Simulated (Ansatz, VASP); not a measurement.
## PbO: VASP beside Ansatz

Contents of POSCAR:

```
PbO
1.0
    3.5664584730      0.0000000000      0.0000000000
   -1.7832292365      3.0886436392      0.0000000000
    0.0000000000      0.0000000000      6.4701096420
Pb O
2 2
Direct
    0.0000000000      0.0000000000      0.0000000000
    0.0000000000      0.0000000000      0.5000000000
    0.3333333333      0.6666666667      0.2500000000
    0.6666666667      0.3333333333      0.7500000000
```

The input INCAR.step1:

```
PREC = Accurate
ENCUT = 520
ISMEAR = -1
SIGMA = 0.02
LREAL = False
LASPH = True
NELM = 60
NBANDS = 28
GGA = PE
ALGO = Normal
EDIFF = 1E-4
LWAVE = True
LCHARG = False
```

The input INCAR.step2:

```
PREC = Accurate
ENCUT = 520
EDIFF = 1E-6
ISMEAR = -1
SIGMA = 0.02
LREAL = False
LASPH = True
NELM = 60
ALGO = Normal
ISIF = 2
LWAVE = False
LCHARG = False
METAGGA = R2SCAN
LMIXTAU = True
NBANDS = 28
ISTART = 1
```

KPOINTS

```
Automatic mesh
0
Gamma
  12 12 4
```

Input for Ansatz:

```yaml
crystal:
  lattice:
    - [3.566458473, 0.0, 0.0]
    - [-1.7832292365, 3.0886436392, 0.0]
    - [0.0, 0.0, 6.470109642]
  atoms:
    - { symbol: Pb, position: [0.0, 0.0, 0.0] }
    - { symbol: Pb, position: [0.0, 0.0, 0.5] }
    - { symbol: O, position: [0.3333333333, 0.6666666667, 0.25] }
    - { symbol: O, position: [0.6666666667, 0.3333333333, 0.75] }
kpoints:
  mp_grid: { grid: [12, 12, 4] }
  band_path:
    path:
      - [0.0, 0.0, 0.0]
      - [0.5, 0.0, 0.0]
      - [0.3333333333, 0.3333333333, 0.0]
      - [0.0, 0.0, 0.5]
      - [0.5, 0.0, 0.5]
      - [0.3333333333, 0.3333333333, 0.5]
      - [0.0, 0.0833333333, 0.0]
    npoints: 1
hamiltonian:
  xc: r2scan
scf:
  occupations: { method: fermi_dirac, width: 0.02 }
  n_extra_bands: 5
output:
  forces: true
  stress: true
  eigenvalues: true
```

Alike in both runs: task single point; functional r2SCAN; k mesh 12 × 12 × 4; occupations fermi-dirac, width 0.02 eV; no spin polarisation.

```csv
,VASP,Ansatz
version,VASP 6.6.1,Ansatz 0.2.0
potentials or method,"VASP PAW PBE potentials, release 64 (Pb_d, O)","plane waves, PAW"
plane-wave cutoff (eV),520,500
valence electrons in the cell,40,40
```

```csv
,VASP,Ansatz,Ansatz less VASP
pressure (GPa),0.1,0.0,-0.15
```

VASP's potentials were made for PBE, not for r2SCAN.

Neither program's run includes spin-orbit coupling.
